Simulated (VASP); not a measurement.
# Cd (Im-3m) in VASP: notebook

Runs on Cd. Level: PBEsol. Tasks: single point, relaxation of cell and atoms.

Program: VASP 6.6.1. These are calculated values, not measurements. Logs are shortened: lines on timing, memory, paths and dates and some standing lists are left out, and cuts for length are marked.

## Step 1: The cell of the first run

Symmetry: Im-3m, No. 229, cubic system. The conventional cell has a = 3.493 Å, b = 3.493 Å, c = 3.493 Å, α = 90.00°, β = 90.00°, γ = 90.00°. Within 4.0 Å of Cd (site symmetry m-3m) lie 14 Cd at 3.03 to 3.49 Å.

This isn't the form of Cd at room conditions, which is hcp.

## Step 2: Single point, PBEsol

INCAR reads:

```
SYSTEM = Cd
  PREC = Accurate
  ENCUT = 500
  EDIFF = 1E-6
  ISMEAR = -1
  SIGMA = 0.05
  LREAL = .FALSE.
  LASPH = .TRUE.
  NELM = 120
  ALGO = Normal
  ISIF = 2
  LWAVE = .FALSE.
  LCHARG = .TRUE.
  GGA = PS
  LELF = .TRUE.
  LVHAR = .TRUE.
  NBANDS = 12
  GGA_COMPAT = .FALSE.
```

KPOINTS reads:

```
regular mesh
0
G
  17 17 17
  0 0 0
```

POSCAR reads:

```
Cd
1.0
   -1.7465535136      1.7465535136      1.7465535136
    1.7465535136     -1.7465535136      1.7465535136
    1.7465535136      1.7465535136     -1.7465535136
Cd
1
Direct
    0.0000000000      0.0000000000      0.0000000000
```

Potentials or basis: VASP PAW PBE potentials, release 64 (Cd).

Command:

```console
$ cat potpaw_PBE.64/Cd/POTCAR > POTCAR
$ mpirun -np 1 vasp_std > vasp.out
```

OUTCAR:

```text
SYSTEM = Cd
   PREC = Accurate
   ENCUT = 500
   EDIFF = 1E-6
   ISMEAR = -1
   LREAL = .FALSE.
   LASPH = .TRUE.
   NELM = 120
   ISIF = 2
   GGA = PS

 ion  position               nearest neighbor table
   1  0.000  0.000  0.000-

  LATTYP: Found a body centered cubic cell.
 ALAT       =     3.4931070272

  Lattice vectors:

 A1 = (  -1.7465535136,   1.7465535136,   1.7465535136)
 A2 = (   1.7465535136,  -1.7465535136,   1.7465535136)
 A3 = (   1.7465535136,   1.7465535136,  -1.7465535136)

Analysis of symmetry for initial positions (statically):
=====================================================================
 Subroutine PRICEL returns:
 Original cell was already a primitive cell.

 Routine SETGRP: Setting up the symmetry group for a
 body centered cubic supercell.

 Subroutine GETGRP returns: Found 48 space group operations
 (whereof 48 operations were pure point group operations)
 out of a pool of 48 trial point group operations.

The static configuration has the point symmetry O_h .

Analysis of symmetry for dynamics (positions and initial velocities):
=====================================================================
 Subroutine PRICEL returns:
 Original cell was already a primitive cell.

 Routine SETGRP: Setting up the symmetry group for a
 body centered cubic supercell.

 Subroutine GETGRP returns: Found 48 space group operations
 (whereof 48 operations were pure point group operations)
 out of a pool of 48 trial point group operations.

The dynamic configuration has the point symmetry O_h .

 Subroutine INISYM returns: Found 48 space group operations
 (whereof 48 operations are pure point group operations),
 and found     1 'primitive' translations

----------------------------------------------------------------------------------------

                                     Primitive cell

  volume of cell :      21.3111

  direct lattice vectors                    reciprocal lattice vectors
    -1.746553514  1.746553514  1.746553514     0.000000000  0.286278088  0.286278088
     1.746553514 -1.746553514  1.746553514     0.286278088  0.000000000  0.286278088
     1.746553514  1.746553514 -1.746553514     0.286278088  0.286278088  0.000000000

  length of vectors
     3.025119424  3.025119424  3.025119424     0.404858354  0.404858354  0.404858354

  position of ions in fractional coordinates (direct lattice)
     0.000000000  0.000000000  0.000000000

  ion indices of the primitive-cell ions
   primitive index   ion index
                 1           1

----------------------------------------------------------------------------------------

 KPOINTS: regular mesh

Automatic generation of k-mesh.
 Grid dimensions read from file:
 generate k-points for:   17   17   17

 Generating k-lattice:

  Cartesian coordinates                     Fractional coordinates (reciprocal lattice)
     0.000000000  0.016839888  0.016839888     0.058823529  0.000000000  0.000000000
     0.016839888  0.000000000  0.016839888     0.000000000  0.058823529  0.000000000
     0.016839888  0.016839888  0.000000000     0.000000000  0.000000000  0.058823529

  Length of vectors
     0.023815197  0.023815197  0.023815197

  Shift w.r.t. Gamma in fractional coordinates (k-lattice)
     0.000000000  0.000000000  0.000000000

 Subroutine IBZKPT returns following result:
 ===========================================

 Found    165 irreducible k-points:

 Following reciprocal coordinates:
            Coordinates               Weight
  0.000000  0.000000  0.000000      1.000000
  0.058824  0.000000  0.000000     12.000000
  0.117647  0.000000  0.000000     12.000000
  0.176471  0.000000  0.000000     12.000000
  0.235294  0.000000  0.000000     12.000000
  0.294118  0.000000  0.000000     12.000000
[... 16 lines left out ...]
  0.411765  0.117647  0.000000     48.000000
  0.176471  0.176471  0.000000     24.000000
 [... further k-points ...]
   k-points           NKPTS =    165   k-points in BZ     NKDIM =    165   number of bands    NBANDS=     12
   number of dos      NEDOS =    301   number of ions     NIONS =      1
   total plane-waves  NPLWV =  13824
   dimension x,y,z NGX =    24 NGY =   24 NGZ =   24
   dimension x,y,z NGXF=    48 NGYF=   48 NGZF=   48
   ions per type =               1
   NGX,Y,Z   is equivalent  to a cutoff of  13.19, 13.19, 13.19 a.u.
   NGXF,Y,Z  is equivalent  to a cutoff of  26.38, 26.38, 26.38 a.u.
 SYSTEM =  Cd
   PREC   = accura    normal or accurate (medium, high low for compatibility)
   ISTART =      0    job   : 0-new  1-cont  2-samecut
   ICHARG =      2    charge: 1-file 2-atom 10-const
   ISPIN  =      1    spin polarized calculation?
   LNONCOLLINEAR =      F non collinear calculations
   LSORBIT =      F    spin-orbit coupling
   LASPH  =      T    aspherical Exc in radial PAW
   ENCUT  =  500.0 eV  36.75 Ry    6.06 a.u.   5.52  5.52  5.52*2*pi/ulx,y,z
   NELM   =    120;   NELMIN=  2; NELMDL= -5     # of ELM steps
   EDIFF  = 0.1E-05   stopping-criterion for ELM
   LREAL  =      F    real-space projection
   EDIFFG = 0.1E-04   stopping-criterion for IOM
   NSW    =      0    number of steps for IOM
   IBRION =     -1    ionic relax: 0-MD 1-quasi-New 2-CG
   NFREE  =      0    steps in history (QN), initial steepest desc. (CG)
   ISIF   =      2    stress and relaxation
   ISYM   =      2    0-nonsym 1-usesym 2-fastsym
   POTIM  = 0.5000    time-step for ionic-motion
   TEBEG  =    0.0;   TEEND  =   0.0 temperature during run
   PSTRESS=    0.0 pullay stress
   NELECT =      12.0000    total number of electrons
   NUPDOWN=      -1.0000    fix difference up-down
   EMIN   =  10.00;   EMAX   =-10.00  energy-range for DOS
   EFERMI =   0.00;   METHOD = LEGACY
   ISMEAR =    -1;   SIGMA  =   0.05  broadening in eV -4-tet -1-fermi 0-gaus
   EFERMI_NEDOS =   21; number of points for ismear=-14 and -15
   IALGO  =     38    algorithm
   IMIX   =      4    mixing-type and parameters
     AMIX     =   0.40;   BMIX     =  1.00
     AMIX_MAG =   1.60;   BMIX_MAG =  1.00
  volume/ion in A,a.u.               =      21.31       143.81
  Fermi-wavevector in a.u.,A,eV,Ry     =   1.351865  2.554655 24.865181  1.827539
  Thomas-Fermi vector in A             =   2.479251
   LORBIT       =      0    0 simple, 1 ext, 2 COOP (PROOUT), +10 PAW based schemes
   GGA     = PS    functional components
   LHFCALC =     F    Hartree Fock is set to
   AEXX    =    0.0000 exact exchange contribution
   IVDW    =     0    specifies the selected vdW correction
   LEPSILON=     F    determine dielectric tensor
   LRPA    =     F    only Hartree local field effects (RPA)
 non-spin polarized calculation
  energy-cutoff  :      500.00
  volume of cell :       21.31
 maximum number of plane-waves:       559
 NGX is ok and might be reduce to    24
   NGX = 11   NGY = 11   NGZ = 11

 number of electron      11.9999994 magnetization

 Free energy of the ion-electron system (eV)
  ---------------------------------------------------
  ext. energy  EPLUGINS =         0.00000000
  ---------------------------------------------------
  free energy    TOTEN  =        -1.12774163 eV

  energy without entropy =       -1.12483760  energy(sigma->0) =       -1.12628962

 E-fermi :   2.8920     XC(G=0): -11.2929

 val. band max:        2.8915815941   @ k =  -0.4118  -0.4706   0.0588
 cond. band min:       2.9002889108   @ k =   0.3529   0.2353   0.0588
 fundamental gap:      0.0087073167
 Fermi energy:         2.8919813464

 k-point     1 :       0.0000    0.0000    0.0000
  band No.  band energies     occupation
      1      -6.3894      2.00000
      2      -6.3894      2.00000
      3      -6.3894      2.00000
      4      -6.1675      2.00000
      5      -5.6979      2.00000
      6      -5.6979      2.00000
      7      18.5271      0.00000
      8      18.5271      0.00000
      9      18.5271      0.00000
     10      19.6307      0.00000
     11      19.6307      0.00000
     12      19.6307      0.00000

 k-point     2 :       0.0588    0.0000    0.0000
  band No.  band energies     occupation
      1      -6.4017      2.00000
      2      -6.3876      2.00000
      3      -6.3543      2.00000
      4      -6.0695      2.00000
      5      -5.7100      2.00000
      6      -5.6974      2.00000
      7      17.5751      0.00000
      8      18.2785      0.00000
      9      18.4077      0.00000
     10      18.9922      0.00000
     11      19.0097      0.00000
     12      19.2866      0.00000

 k-point     3 :       0.1176    0.0000    0.0000
  band No.  band energies     occupation
      1      -6.4366      2.00000
      2      -6.4012      2.00000
      3      -6.2525      2.00000
      4      -5.8067      2.00000
      5      -5.6956      2.00000
      6      -5.6937      2.00000
      7      15.3436      0.00000
      8      17.3052      0.00000
      9      17.7633      0.00000
     10      18.1217      0.00000
     11      18.5560      0.00000
     12      19.4269      0.00000

 k-point     4 :       0.1765    0.0000    0.0000
  band No.  band energies     occupation
      1      -6.4893      2.00000
      2      -6.4464      2.00000
      3      -6.0941      2.00000
      4      -5.7927      2.00000
      5      -5.6925      2.00000
      6      -5.2125      2.00000
      7      12.9292      0.00000
      8      16.1971      0.00000
      9      16.4707      0.00000
     10      17.7872      0.00000
     11      18.1894      0.00000
     12      19.9727      0.00000

 k-point     5 :       0.2353    0.0000    0.0000
  band No.  band energies     occupation
      1      -6.5521      2.00000
      2      -6.5274      2.00000
      3      -5.8964      2.00000
      4      -5.8029      2.00000
      5      -5.6878      2.00000
      6      -4.4783      2.00000
      7      10.5541      0.00000
      8      15.1983      0.00000
      9      15.2652      0.00000
     10      17.4758      0.00000
     11      17.9084      0.00000
     12      20.7668      0.00000
[... 228 lines left out ...]
      1      -6.6916      2.00000
      2      -6.5949      2.00000
      3      -5.8000      2.00000
      4      -5.7422      2.00000
      5      -5.5545      2.00000
      6      -2.0406      2.00000
      7       6.3723      0.00000
      8      10.8374      0.00000
      9      13.3684      0.00000
     10      17.8247      0.00000
     11      20.3277      0.00000
     12      21.4209      0.00000

 k-point    22 :       0.3529    0.1176   -0.0000
  band No.  band energies     occupation
      1      -6.7524      2.00000
      2      -6.6475      2.00000
      3      -5.7726      2.00000
      4      -5.7241      2.00000
      5      -5.4309      2.00000
      6      -0.7380      2.00000
      7       4.4015      0.00000
      8      10.3959      0.00000
      9      12.9328      0.00000
     10      17.7001      0.00000
     11      20.1922      0.00000
     12      22.2910      0.00000

 k-point    23 :       0.4118    0.1176    0.0000
  band No.  band energies     occupation
      1      -6.7888      2.00000
      2      -6.6729      2.00000
      3      -5.7478      2.00000
      4      -5.7287      2.00000
      5      -5.3560      2.00000
      6       0.6643      2.00000
      7       2.6638      1.97936
      8      10.1670      0.00000
      9      12.7108      0.00000
     10      17.6395      0.00000
     11      20.1196      0.00000
     12      23.0206      0.00000

 k-point    24 :       0.1765    0.1765    0.0000
  band No.  band energies     occupation
      1      -6.6101      2.00000
      2      -6.4381      2.00000
      3      -5.9328      2.00000
      4      -5.8353      2.00000
      5      -5.6560      2.00000
      6      -3.2524      2.00000
      7       9.5980      0.00000
      8      10.2739      0.00000
      9      14.0475      0.00000
     10      18.4717      0.00000
     11      19.8105      0.00000
     12      22.1385      0.00000

 [... further k-points ...]
[... 5 lines left out ...]
  --------------------------------------------------------------------------------------
  -------------------------------------------------------------------------------------
  Total        0.0453314      0.0453314      0.0453314      0.0000000      0.0000000     -0.0000000
  in kB        3.4080324      3.4080324      3.4080324      0.0000000      0.0000000     -0.0000000
  external PRESSURE =       3.4080324 kB  Pullay stress =       0.0000000 kB

 VOLUME and BASIS-vectors are now :
 -----------------------------------------------------------------------------
  energy-cutoff  :      500.00
  volume of cell :       21.31
      direct lattice vectors                 reciprocal lattice vectors
    -1.746553514  1.746553514  1.746553514     0.000000000  0.286278088  0.286278088
     1.746553514 -1.746553514  1.746553514     0.286278088  0.000000000  0.286278088
     1.746553514  1.746553514 -1.746553514     0.286278088  0.286278088  0.000000000

 POSITION                                       TOTAL-FORCE (eV/Angst)
 -----------------------------------------------------------------------------------
      0.00000      0.00000      0.00000        -0.000000     -0.000000      0.000000
 -----------------------------------------------------------------------------------
    total drift:                                0.000000      0.000000      0.000000

  FREE ENERGIE OF THE ION-ELECTRON SYSTEM (eV)
  ---------------------------------------------------
  free  energy   TOTEN  =        -1.1277416337 eV

  energy  without entropy=       -1.1248375966  energy(sigma->0) =       -1.12628962
```

It took 17 s on 1 thread of Intel Xeon Platinum 8259CL at 2.50GHz (Skylake/Cascade Lake), shared host; peak memory 0.16 GiB.

What came out:

* Free energy: -1.1277 eV
* Pressure: 0.3 GPa
* Band gap on the k mesh: zero (bands 6 and 7 overlap by 3.73 eV)

Levels at points of the mesh, in eV from the Fermi level:
```
           k point  band 2  band 3  band 4  band 5  band 6  band 7  band 8  band 9  band 10  band 11
(0.00, 0.00, 0.00)   -9.28   -9.28   -9.06   -8.59   -8.59   15.64   15.64   15.64    16.74    16.74
```

Caveat: the PAW data sets were made with another functional, which shifts forces and pressure a little.

## Step 3: Relaxation of cell and atoms, PBEsol

This run uses another cell than the first one, of 21.62 Å³/atom.

INCAR reads:

```
  ALGO = Normal
  EDIFF = 1E-7
  EDIFFG = -0.02
  ENCUT = 500
  GGA = PS
  GGA_COMPAT = F
  IBRION = 2
  ISIF = 3
  ISMEAR = -1
  LASPH = T
  LCHARG = F
  LREAL = F
  LWAVE = F
  NELM = 120
  NELMIN = 4
  NSW = 80
  PREC = Accurate
  SIGMA = 0.05
```

KPOINTS reads:

```
k-points
0
Gamma
  17 17 17
```

POSCAR reads:

```
Cd
1.0
   -1.7550000000      1.7550000000      1.7550000000
    1.7550000000     -1.7550000000      1.7550000000
    1.7550000000      1.7550000000     -1.7550000000
Cd
1
Direct
    0.0000000000      0.0000000000      0.0000000000
```

Potentials or basis: VASP PAW PBE potentials, release 64 (Cd).

Command:

```console
$ cat potpaw_PBE.64/Cd/POTCAR > POTCAR
$ mpirun -np 1 vasp_std > vasp.out
```

Wall time 37 s (1 thread of Intel Xeon Platinum 8259CL at 2.50GHz (Skylake/Cascade Lake), shared host); peak memory 0.17 GiB.

Results (log left out):

```yaml
Free_energy: -1.1279 eV
Relaxed_volume: 21.45 Å³/atom
Relaxed_cell: a = 3.032 Å, b = 3.032 Å, c = 3.032 Å, α = 109.47°, β = 109.47°, γ = 109.47°
Space_group_after_relaxing_to_0.1_Å: Im-3m (No. 229)
Energy_gained_by_relaxing: 0.2 meV/atom
Ionic_steps: 2
Pressure_after_relaxing: 0.0 GPa
Band_gap_on_the_k_mesh: zero (bands 6 and 7 overlap by 3.73 eV)
```

The path:
| step | energy change (eV) | largest force (eV/Å) | pressure (GPa) | volume (Å³) |
| --- | --- | --- | --- | --- |
| 1 | 0.0000 | 0.0000 | -0.41 | 21.62 |
| 2 | -0.0002 | 0.0000 | 0.01 | 21.45 |

Final structure:
```
CELL_PARAMETERS angstrom
-1.75029 1.75029 1.75029
1.75029 -1.75029 1.75029
1.75029 1.75029 -1.75029
ATOMIC_POSITIONS crystal
Cd 0.00000 0.00000 0.00000
```

Levels at points of the mesh, in eV from the Fermi level:
| k point | band 4 | band 5 | band 6 | band 7 | band 8 | band 9 |
| --- | --- | --- | --- | --- | --- | --- |
| (0.00, 0.00, 0.00) | -9.01 | -8.57 | -8.57 | 15.61 | 15.61 | 15.61 |

Caveat: the PAW data sets were made with another functional, which shifts forces and pressure a little.
